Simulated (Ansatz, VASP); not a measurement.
# Two plane-wave programs on Hf

```xyz
2
Lattice="3.1603 0.0000 0.0000 -1.5801 2.7369 0.0000 0.0000 0.0000 4.9962" Properties=species:S:1:pos:R:3 pbc="T T T"
Hf    0.0000    1.8246    1.2491
Hf    1.5801    0.9123    3.7472
```

Alike in both runs: functional PBEsol; k mesh 15 × 15 × 8; occupations gaussian, width 0.1 eV; no spin polarisation.

Ansatz relaxed the structure, and its values are those at the end. VASP's run is a single point on that final structure, the one shown.

```csv
,VASP,Ansatz
version,VASP 6.6.1,Ansatz 0.2.0
potentials or method,"VASP PAW PBE potentials, release 64 (Hf_pv), cutoff 500 eV","scalar-relativistic, plane waves, PAW"
valence electrons in the cell,20,52
```

|  | VASP | Ansatz | Ansatz less VASP |
| --- | --- | --- | --- |
| gap on the k mesh at the Fermi level (eV) | none | none | - |
| pressure (GPa) | -0.4 | 0.0 | +0.39 |

VASP's potentials were made for PBE, not for PBEsol. A gap of «none» marks a metal or a gap that the smearing closes. The functional is the same, so the differences come from potentials, cutoffs and numerics. VASP's potentials hold 20 valence electrons a cell and Ansatz's 52, so a difference there can come from the potentials and not from the codes.

Neither program's run includes spin-orbit coupling.
